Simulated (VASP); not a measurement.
# BN (P1) in VASP: notebook

BN is run at these levels: r2SCAN; tasks: single point.

All numbers are computed with VASP 6.6.1; they aren't measurements. Logs are shortened: lines on timing, memory, paths and dates and some standing lists are left out, and cuts for length are marked.

### Step 1. The cell of the first run

The typed cell holds 2 atoms: a = 4.112 Å, b = 2.502 Å, c = 3.713 Å, α = 80.29°, β = 36.85°, γ = 62.86°.

### Step 2. Single point, r2SCAN (atom 2 (N) moved by (-0.300, +0.600) A along [1 1 0] and z)

The input, POSCAR:

```
BN
1.0
    0.0000000000      3.4953158300      2.1660912400
    1.2516321000      0.0000000000      2.1660912400
    1.2516321000      3.4953158300      0.0000000000
B N
1 1
Direct
    0.0000486500      0.0000486500      0.9999513500
    0.8595466403      0.7507526818      0.0797629830
```

The input, INCAR.step1:

```
PREC = Accurate
ENCUT = 520
ISMEAR = 0
SIGMA = 0.05
LREAL = F
LASPH = T
NELM = 80
NBANDS = 11
GGA = PE
ALGO = Normal
EDIFF = 1E-4
LWAVE = T
LCHARG = F
```

The input, INCAR.step2:

```
PREC = Accurate
ENCUT = 520
EDIFF = 1E-7
ISMEAR = 0
SIGMA = 0.05
LREAL = F
LASPH = T
NELM = 80
ALGO = Normal
ISIF = 2
LWAVE = F
LCHARG = T
METAGGA = R2SCAN
LMIXTAU = T
LELF = T
LVHAR = T
NBANDS = 11
ISTART = 1
```

The input, KPOINTS:

```
Automatic mesh
0
Gamma
  12 12 12
```

Potentials or basis: VASP PAW PBE potentials, release 64 (B, N).

On the command line:

```bash
> cat potpaw_PBE.64/B/POTCAR potpaw_PBE.64/N/POTCAR > POTCAR
> cp INCAR.step1 INCAR
> mpirun -np 1 vasp_std > vasp.out
> cp INCAR.step2 INCAR
> mpirun -np 1 vasp_std > vasp.out
```

OUTCAR:

```text
PREC = Accurate
   ENCUT = 520
   EDIFF = 1E-7
   ISMEAR = 0
   LREAL = F
   LASPH = T
   NELM = 80
   ISIF = 2
   METAGGA = R2SCAN
   ISTART = 1

 ion  position               nearest neighbor table
   1  0.000  0.000  1.000-   2 0.90   2 1.69
   2  0.860  0.751  0.080-   1 0.90   1 1.69

 -----------------------------------------------------------------------------
|                                                                             |
|           W    W    AA    RRRRR   N    N  II  N    N   GGGG   !!!           |
|           W    W   A  A   R    R  NN   N  II  NN   N  G    G  !!!           |
|           W    W  A    A  R    R  N N  N  II  N N  N  G       !!!           |
|           W WW W  AAAAAA  RRRRR   N  N N  II  N  N N  G  GGG   !            |
|           WW  WW  A    A  R   R   N   NN  II  N   NN  G    G                |
|           W    W  A    A  R    R  N    N  II  N    N   GGGG   !!!           |
|                                                                             |
|     The distance between some ions is very small. Please check the          |
|     nearest-neighbor list in the OUTCAR file.                               |
|     I HOPE YOU KNOW WHAT YOU ARE DOING!                                     |
|                                                                             |
 -----------------------------------------------------------------------------

  LATTYP: Found a face centered orthorhombic cell.
 ALAT       =     2.5032642000
 B/A-ratio  =     1.7306133647
 C/A-ratio  =     2.7926064137

  Lattice vectors:

 A1 = (   0.0000000000,   3.4953158300,   2.1660912400)
 A2 = (  -1.2516321000,   3.4953158300,   0.0000000000)
 A3 = (  -1.2516321000,   0.0000000000,   2.1660912400)

Analysis of symmetry for initial positions (statically):
=====================================================================
 Subroutine PRICEL returns:
 Original cell was already a primitive cell.

 Routine SETGRP: Setting up the symmetry group for a
 face centered orthorhombic supercell.

 Subroutine GETGRP returns: Found  1 space group operations
 (whereof  1 operations were pure point group operations)
 out of a pool of  8 trial point group operations.

The static configuration has the point symmetry C_1 .

Analysis of symmetry for dynamics (positions and initial velocities):
=====================================================================
 Subroutine PRICEL returns:
 Original cell was already a primitive cell.

 Routine SETGRP: Setting up the symmetry group for a
 face centered orthorhombic supercell.

 Subroutine GETGRP returns: Found  1 space group operations
 (whereof  1 operations were pure point group operations)
 out of a pool of  8 trial point group operations.

The dynamic configuration has the point symmetry C_1 .

 Subroutine INISYM returns: Found  1 space group operations
 (whereof  1 operations are pure point group operations),
 and found     1 'primitive' translations

----------------------------------------------------------------------------------------

                                     Primitive cell

  volume of cell :      18.9526

  direct lattice vectors                    reciprocal lattice vectors
     0.000000000  3.495315830  2.166091240    -0.399478409  0.143048590  0.230830535
     1.251632100  0.000000000  2.166091240     0.399478409 -0.143048590  0.230830535
     1.251632100  3.495315830  0.000000000     0.399478409  0.143048590 -0.230830535

  length of vectors
     4.112077822  2.501706252  3.712656147     0.483041027  0.483041027  0.483041027

  position of ions in fractional coordinates (direct lattice)
     0.000048650  0.000048650  0.999951350
     0.859546640  0.750752682  0.079762983

  ion indices of the primitive-cell ions
   primitive index   ion index
                 1           1
                 2           2

----------------------------------------------------------------------------------------

 KPOINTS: Automatic mesh

Automatic generation of k-mesh.
 Grid dimensions read from file:
 generate k-points for:   12   12   12

 Generating k-lattice:

  Cartesian coordinates                     Fractional coordinates (reciprocal lattice)
    -0.033289867  0.011920716  0.019235878     0.083333333  0.000000000  0.000000000
     0.033289867 -0.011920716  0.019235878     0.000000000  0.083333333  0.000000000
     0.033289867  0.011920716 -0.019235878     0.000000000  0.000000000  0.083333333

  Length of vectors
     0.040253419  0.040253419  0.040253419

  Shift w.r.t. Gamma in fractional coordinates (k-lattice)
     0.000000000  0.000000000  0.000000000

 Subroutine IBZKPT returns following result:
 ===========================================

 Found    868 irreducible k-points:

 Following reciprocal coordinates:
            Coordinates               Weight
  0.000000  0.000000  0.000000      1.000000
  0.083333  0.000000 -0.000000      2.000000
 -0.083333 -0.083333 -0.083333      2.000000
[... 84 lines left out ...]
      3      -3.5909      2.00000
      4       1.2084      2.00000
      5       6.1429      0.00000
      6      12.8224      0.00000
      7      14.3380      0.00000
      8      18.5527      0.00000
      9      24.8065      0.00000
     10      25.5738      0.00000
     11      27.0927      0.00000

 k-point     2 :       0.0833    0.0000   -0.0000
  band No.  band energies     occupation
      1     -16.8456      2.00000
      2      -4.2264      2.00000
      3      -3.7338      2.00000
      4       0.8187      2.00000
      5       6.3357      0.00000
      6      12.5255      0.00000
      7      14.8486      0.00000
      8      18.3163      0.00000
      9      23.8992      0.00000
     10      25.4112      0.00000
     11      28.2720      0.00000

 k-point     3 :      -0.0833   -0.0833   -0.0833
  band No.  band energies     occupation
      1     -16.8681      2.00000
      2      -4.2556      2.00000
      3      -3.7060      2.00000
      4       1.1634      2.00000
      5       6.3111      0.00000
      6      12.0869      0.00000
      7      14.5458      0.00000
      8      17.9403      0.00000
      9      24.7172      0.00000
     10      26.1672      0.00000
     11      27.6531      0.00000

 k-point     4 :       0.0000    0.0833    0.0000
  band No.  band energies     occupation
      1     -16.8677      2.00000
      2      -4.3460      2.00000
      3      -3.5999      2.00000
      4       1.1640      2.00000
      5       6.2494      0.00000
      6      12.0859      0.00000
      7      14.5327      0.00000
      8      18.2050      0.00000
      9      24.5287      0.00000
     10      25.9768      0.00000
     11      27.7069      0.00000

 k-point     5 :      -0.0000   -0.0000    0.0833
  band No.  band energies     occupation
      1     -16.8454      2.00000
      2      -4.2572      2.00000
      3      -3.6997      2.00000
      4       0.8182      2.00000
      5       6.3228      0.00000
      6      12.5060      0.00000
      7      14.8693      0.00000
      8      18.4281      0.00000
      9      23.9132      0.00000
     10      25.2179      0.00000
     11      28.2491      0.00000
[... 211 lines left out ...]
 k-point    21 :      -0.0000   -0.0000    0.4167
  band No.  band energies     occupation
      1     -14.4701      2.00000
      2      -6.8490      2.00000
      3      -3.0856      2.00000
      4      -2.5119      2.00000
      5       8.3750      0.00000
      6      10.7659      0.00000
      7      15.2084      0.00000
      8      18.8437      0.00000
      9      21.3359      0.00000
     10      23.3212      0.00000
     11      25.3305      0.00000

 k-point    22 :       0.5000    0.0000    0.0000
  band No.  band energies     occupation
      1     -14.1861      2.00000
      2      -7.2032      2.00000
      3      -3.2590      2.00000
      4      -2.4287      2.00000
      5       8.5488      0.00000
      6      11.0891      0.00000
      7      14.6455      0.00000
      8      17.5110      0.00000
      9      21.0488      0.00000
     10      24.9419      0.00000
     11      25.9205      0.00000

 k-point    23 :       0.5000    0.5000    0.5000
  band No.  band energies     occupation
      1     -14.8526      2.00000
      2      -6.8781      2.00000
      3      -1.9402      2.00000
      4       0.3461      2.00000
      5       5.4764      0.00000
      6       8.5715      0.00000
      7      14.5026      0.00000
      8      17.6728      0.00000
      9      19.8354      0.00000
     10      25.2674      0.00000
     11      26.0114      0.00000

 k-point    24 :       0.0000    0.5000    0.0000
  band No.  band energies     occupation
      1     -14.8453      2.00000
      2      -6.9278      2.00000
      3      -1.7230      2.00000
      4       0.2778      2.00000
      5       5.1468      0.00000
      6       8.2194      0.00000
      7      15.1529      0.00000
      8      19.0748      0.00000
      9      20.2448      0.00000
     10      23.3814      0.00000
     11      25.4520      0.00000

 [... further k-points ...]

------------------------ aborting loop because EDIFF is reached ----------------------------------------

  FORCE on cell =-STRESS in cart. coord.  units (eV):
  Direction    XX          YY          ZZ          XY          YZ          ZX
  --------------------------------------------------------------------------------------
  -------------------------------------------------------------------------------------
  Total        6.5707367      3.3793838     69.7335914      5.1068984     18.8079572     14.0644137
  in kB      555.4625535    285.6789491   5894.9857155    431.7158011   1589.9459185   1188.9466194
  external PRESSURE =    2245.3757394 kB  Pullay stress =       0.0000000 kB

 VOLUME and BASIS-vectors are now :
 -----------------------------------------------------------------------------
  energy-cutoff  :      520.00
  volume of cell :       18.95
      direct lattice vectors                 reciprocal lattice vectors
     0.000000000  3.495315830  2.166091240    -0.399478409  0.143048590  0.230830535
     1.251632100  0.000000000  2.166091240     0.399478409 -0.143048590  0.230830535
     1.251632100  3.495315830  0.000000000     0.399478409  0.143048590 -0.230830535

 POSITION                                       TOTAL-FORCE (eV/Angst)
 -----------------------------------------------------------------------------------
      1.25163      3.49532      0.00021        24.074163     17.127988     88.682122
      1.03950      3.28318      3.48806       -24.074163    -17.127988    -88.682122
 -----------------------------------------------------------------------------------
    total drift:                               -0.000005      0.000052     -0.000055

  FREE ENERGIE OF THE ION-ELECTRON SYSTEM (eV)
  ---------------------------------------------------
  free  energy   TOTEN  =        -3.6707263261 eV

  energy  without entropy=       -3.6707263261  energy(sigma->0) =       -3.67072633
```

Run time: 5.4 min. Hardware: 1 thread of Intel Xeon 6975P-C (Granite Rapids), shared host; peak memory 0.28 GiB.

Results:

- Free energy: -3.6707 eV
- Pressure: 224.5 GPa
- Largest force: 93.474 eV/Å
- Band gap on the k mesh: 3.94 eV (least direct gap 4.87 eV)

Forces on the atoms (eV/Å):
```
B    24.074  17.128  88.682
N   -24.074 -17.128 -88.682
```

Levels at points of the mesh, in eV from the valence-band top:
| k point | band 1 | band 2 | band 3 | band 4 | band 5 | band 6 | band 7 | band 8 | band 9 |
| --- | --- | --- | --- | --- | --- | --- | --- | --- | --- |
| (0.00, 0.00, 0.00) | -18.19 | -5.50 | -4.80 | 0.00 | 4.93 | 11.61 | 13.13 | 17.34 | 23.60 |
| (0.50, 0.00, 0.00) | -15.39 | -8.41 | -4.47 | -3.64 | 7.34 | 9.88 | 13.44 | 16.30 | 19.84 |
| (0.50, 0.50, 0.50) | -16.06 | -8.09 | -3.15 | -0.86 | 4.27 | 7.36 | 13.29 | 16.46 | 18.63 |
| (0.00, 0.50, 0.00) | -16.05 | -8.14 | -2.93 | -0.93 | 3.94 | 7.01 | 13.94 | 17.87 | 19.04 |
| (0.00, 0.00, 0.50) | -15.39 | -8.44 | -4.50 | -3.56 | 7.22 | 9.32 | 14.14 | 18.01 | 19.95 |
| (0.50, 0.50, 0.00) | -16.41 | -7.75 | -2.86 | -2.23 | 5.74 | 11.14 | 12.21 | 14.80 | 18.21 |
| (0.50, 0.00, 0.50) | -18.00 | -6.89 | -4.66 | -0.03 | 8.09 | 11.50 | 13.05 | 16.64 | 23.68 |
| (0.00, 0.50, 0.50) | -16.33 | -7.54 | -3.04 | -2.72 | 4.29 | 11.69 | 12.71 | 15.77 | 22.29 |

Caveat: the cell differs from its parent crystal (atom 2 (N) moved by (-0.300, +0.600) A along [1 1 0] and z); atoms lie so close that the PAW spheres overlap strongly, which falsifies energies and pressures; the stress differs along the axes, from 29 to 589 GPa; the PAW data sets were made with another functional, which shifts forces and pressure a little. A k mesh can miss the band edges.

### Step 3. Single point, r2SCAN (atom 2 (N) moved by (-0.300, -0.300) A along [1 1 0] and z)

POSCAR, as its differences from that of step 2:

```diff
@@ -9,2 +9,2 @@
     0.0000486500      0.0000486500      0.9999513500
-    0.8595466403      0.7507526818      0.0797629830
+    0.6517991587      0.5430052002      0.2875104646
```

The input, INCAR.step1:

```
SYSTEM = BN
  PREC = Accurate
  ENCUT = 520
  ISMEAR = 0
  SIGMA = 0.05
  LREAL = .False.
  LASPH = .True.
  NELM = 100
  NBANDS = 11
  GGA = PE
  ALGO = Normal
  EDIFF = 1E-4
  LWAVE = .True.
  LCHARG = .False.
```

The input, INCAR.step2:

```
SYSTEM = BN
  PREC = Accurate
  ENCUT = 520
  EDIFF = 1E-6
  ISMEAR = 0
  SIGMA = 0.05
  LREAL = .False.
  LASPH = .True.
  NELM = 100
  ALGO = Normal
  ISIF = 2
  LWAVE = .False.
  LCHARG = .True.
  METAGGA = R2SCAN
  LMIXTAU = .True.
  LELF = .True.
  LVHAR = .True.
  NBANDS = 11
  ISTART = 1
```

The input, KPOINTS:

```
regular mesh
0
Gamma
  12 12 12
  0 0 0
```

Potentials or basis: VASP PAW PBE potentials, release 64 (B, N).

On the command line:

```bash
> cat potpaw_PBE.64/B/POTCAR potpaw_PBE.64/N/POTCAR > POTCAR
> cp INCAR.step1 INCAR
> mpirun -np 1 vasp_std > vasp.out
> cp INCAR.step2 INCAR
> mpirun -np 1 vasp_std > vasp.out
```

It took 5.1 min on 1 thread of Intel Xeon 6975P-C (Granite Rapids), shared host; peak memory 0.29 GiB.

The run converged. Its results:

| Item | Value |
| --- | --- |
| Free energy | -15.9486 eV |
| Pressure | 50.3 GPa |
| Largest force | 21.559 eV/Å |
| Band gap on the k mesh | 1.92 eV (least direct gap 2.77 eV) |

Forces in eV/Å, atoms in the order of the input:
```
B   -19.334   0.165  -9.538
N    19.334  -0.165   9.538
```

Stress tensor (GPa, compression positive):
```
121.37 -34.61  50.15
-34.61  -1.39 -17.23
 50.15 -17.23  30.90
```

Levels at points of the mesh, in eV from the valence-band top:
```tsv
k point	band 1	band 2	band 3	band 4	band 5	band 6	band 7	band 8	band 9
(0.00, 0.00, 0.00)	-20.64	-6.60	-6.44	-0.02	2.75	7.67	11.62	13.64	18.13
(0.50, 0.00, 0.00)	-17.91	-10.84	-4.31	-3.55	4.01	4.95	11.48	14.54	17.59
(0.50, 0.50, 0.50)	-18.18	-10.98	-4.34	-2.75	1.92	8.68	12.13	14.36	17.93
(0.00, 0.50, 0.00)	-18.18	-10.98	-4.34	-2.85	2.34	8.79	10.83	14.95	18.39
(0.00, 0.00, 0.50)	-17.91	-10.85	-4.34	-3.31	3.13	5.01	12.23	15.90	18.10
(0.50, 0.50, 0.00)	-17.49	-10.39	-7.21	-3.58	6.21	7.38	11.62	12.72	16.16
(0.50, 0.00, 0.50)	-20.45	-8.28	-6.43	0.00	7.00	8.07	10.53	13.99	17.60
(0.00, 0.50, 0.50)	-17.39	-10.21	-7.21	-4.54	4.55	7.28	12.51	16.65	18.01
```

Caveat: the cell differs from its parent crystal (atom 2 (N) moved by (-0.300, -0.300) A along [1 1 0] and z); the stress differs along the axes, from -1 to 121 GPa; the PAW data sets were made with another functional, which shifts forces and pressure a little. A k mesh can miss the band edges.

### Step 4. Single point, r2SCAN (atom 2 (N) moved by (-0.300, +0.300) A along [1 1 0] and z)

POSCAR, as its differences from that of step 3:

```diff
@@ -9,2 +9,2 @@
     0.0000486500      0.0000486500      0.9999513500
-    0.6517991587      0.5430052002      0.2875104646
+    0.7902974798      0.6815035213      0.1490121435
```

The input, INCAR.step1:

```
PREC = Accurate
ENCUT = 520
ISMEAR = 0
SIGMA = 0.05
LREAL = F
LASPH = T
NELM = 100
NBANDS = 11
GGA = PE
ALGO = Normal
EDIFF = 1E-4
LWAVE = T
LCHARG = F
```

The input, INCAR.step2:

```
PREC = Accurate
ENCUT = 520
EDIFF = 1E-6
ISMEAR = 0
SIGMA = 0.05
LREAL = F
LASPH = T
NELM = 100
ALGO = Normal
ISIF = 2
LWAVE = F
LCHARG = F
METAGGA = R2SCAN
LMIXTAU = T
NBANDS = 11
ISTART = 1
```

The input, KPOINTS:

```
Automatic mesh
0
Gamma
  12 12 12
```

On the command line:

```bash
> cat potpaw_PBE.64/B/POTCAR potpaw_PBE.64/N/POTCAR > POTCAR
> cp INCAR.step1 INCAR
> mpirun -np 1 vasp_std > vasp.out
> cp INCAR.step2 INCAR
> mpirun -np 1 vasp_std > vasp.out
```

Run time: 5 min. Hardware: 1 thread of Intel Xeon 6975P-C (Granite Rapids), shared host; peak memory 0.28 GiB.

It converged, with:

| Property | Result |
| --- | --- |
| Free energy | -16.6188 eV |
| Pressure | 39.3 GPa |
| Largest force | 15.711 eV/Å |
| Band gap on the k mesh | 1.06 eV (least direct gap 2.57 eV) |

Forces on the atoms (eV/Å):
```
B     0.405  -0.641  15.693
N    -0.405   0.641 -15.693
```

Stress tensor (GPa, compression positive):
```
 15.33   0.71  13.77
  0.71  -2.27  27.97
 13.77  27.97 104.74
```

Levels at points of the mesh, in eV from the valence-band top:
| k point | band 2 | band 3 | band 4 | band 5 | band 6 | band 7 |
| --- | --- | --- | --- | --- | --- | --- |
| (0.00, 0.00, 0.00) | -6.78 | -6.63 | 0.00 | 2.57 | 7.72 | 12.13 |
| (0.50, 0.00, 0.00) | -10.35 | -7.87 | -4.24 | 6.06 | 7.53 | 10.97 |
| (0.50, 0.50, 0.50) | -11.16 | -4.05 | -3.36 | 3.29 | 4.83 | 11.32 |
| (0.00, 0.50, 0.00) | -11.18 | -4.12 | -3.12 | 2.63 | 4.96 | 11.98 |
| (0.00, 0.00, 0.50) | -10.36 | -7.88 | -4.11 | 4.81 | 8.02 | 12.14 |
| (0.50, 0.50, 0.00) | -11.36 | -4.23 | -2.31 | 2.97 | 7.55 | 10.34 |
| (0.50, 0.00, 0.50) | -8.36 | -6.73 | -0.01 | 6.80 | 8.10 | 10.88 |
| (0.00, 0.50, 0.50) | -11.17 | -4.27 | -3.16 | 1.06 | 7.78 | 13.70 |

Caveat: the cell differs from its parent crystal (atom 2 (N) moved by (-0.300, +0.300) A along [1 1 0] and z); the stress differs along the axes, from -2 to 105 GPa; the PAW data sets were made with another functional, which shifts forces and pressure a little. A k mesh can miss the band edges.

### Step 5. Overview

```csv
cell,gap on the mesh (eV),pressure (GPa),largest force (eV/Å)
"as given, atomic positions A",3.94,224.5,93.47
"as given, atomic positions B",1.92,50.3,21.56
"as given, atomic positions C",1.06,39.3,15.71
```

Alike in all rows: task single point; level r2SCAN; potentials or basis VASP PAW PBE potentials, release 64 (B, N); no spin polarisation; k mesh 12 × 12 × 12; cutoff (eV) 520; smearing gaussian 0.05 eV.

Caveats: the PAW data sets were made with another functional, which shifts forces and pressure a little; atoms lie so close that the PAW spheres overlap strongly, which falsifies energies and pressures (at least some runs); the stress differs along the axes, from 29 to 589 GPa (at least some runs); the stress differs along the axes, from -1 to 121 GPa (at least some runs); the stress differs along the axes, from -2 to 105 GPa (at least some runs).

Total energies depend on the potentials used, so only differences within one code and one set of settings carry meaning.
